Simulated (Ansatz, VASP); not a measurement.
# Ga2SnO4: VASP beside Ansatz

```xyz
7
Lattice="0.0000 5.0057 5.3069 2.7094 0.0000 5.3069 2.7094 5.0057 0.0000" Properties=species:S:1:pos:R:3 pbc="T T T"
Ga    1.3547    2.5029    2.6534
Ga    4.0641    7.5086    7.9603
Sn    0.0000    0.0000    0.0000
O     2.7094    3.4005    1.6855
O     2.7094    6.6110    1.6855
O     2.7094    3.4005    8.9282
O     2.7094    6.6110    8.9282
```

Alike in both runs: functional PBE; k mesh 3 × 3 × 3; occupations gaussian, width 0.15 eV; no spin polarisation.

Ansatz relaxed the structure, and its values are those at the end. VASP's run is a single point on that final structure, the one shown.

|  | VASP | Ansatz |
| --- | --- | --- |
| version | VASP 6.6.1 | Ansatz 0.2.0 |
| potentials or method | VASP PAW PBE potentials, release 64 (Ga_d, Sn_d, O_h), cutoff 910 eV | scalar-relativistic, plane waves, PAW |
| valence electrons in the cell | 64 | 64 |

Ansatz gave:

| Item | Value |
| --- | --- |
| gap on the k mesh at the Fermi level (eV) | 1.13 |
| least direct gap on the mesh (eV) | 1.43 |
| rms of the force components (eV/Å) | 0.005 |

Problem. What did VASP give for the same quantities?

Solution. gap on the k mesh at the Fermi level (eV): 1.12; least direct gap on the mesh (eV): 1.42; rms of the force components (eV/Å): 0.025.

The k mesh is coarse, so the values compare programs but aren't converged. Noted on VASP's run: the cutoff is short for stress, so the pressure is rough.
